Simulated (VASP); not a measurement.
Here is a VASP 6.6.1 calculation.

The input INCAR:

```
SYSTEM = CaBe2O3
ALGO = Normal ; EDIFF = 1E-7
ENCUT = 520 ; GGA = PE
ISIF = 2 ; ISMEAR = 0
LASPH = .True. ; LCHARG = .True.
LELF = .True. ; LREAL = .False.
LVHAR = .True. ; LWAVE = .False.
NBANDS = 25 ; NELM = 100
PREC = Accurate ; SIGMA = 0.02
```

File KPOINTS:

```
k-points
0
Gamma
  6 6 6
  0 0 0
```

File POSCAR:

```
CaBe2O3
1.0
    2.6102425352      1.5070242303      3.9304431155
   -2.6102425352      1.5070242303      3.9304431155
    0.0000000000     -3.0140484607      3.9304431155
Ca Be O
1 2 3
Direct
    0.0000000000      0.0000000000      0.0000000000
    0.8033600963      0.8033600963      0.8033600963
    0.1966399037      0.1966399037      0.1966399037
    0.0000000000      0.0000000000      0.5000000000
    0.5000000000      0.0000000000      0.0000000000
    0.0000000000      0.5000000000      0.0000000000
```

Potentials or basis: VASP PAW PBE potentials, release 64 (Ca_sv, Be, O).

Command:

```bash
$ cat potpaw_PBE.64/Ca_sv/POTCAR potpaw_PBE.64/Be/POTCAR potpaw_PBE.64/O/POTCAR > POTCAR
$ mpirun -np 1 vasp_std > vasp.out
```

(1) Predict the largest force.

(2) Estimate the band gap on the k mesh.

(3) Estimate the pressure.

Results:

(1) 0.031 eV/Å.

(2) 0.74 eV, indirect (least direct gap 0.76 eV).

(3) 0.2 GPa.
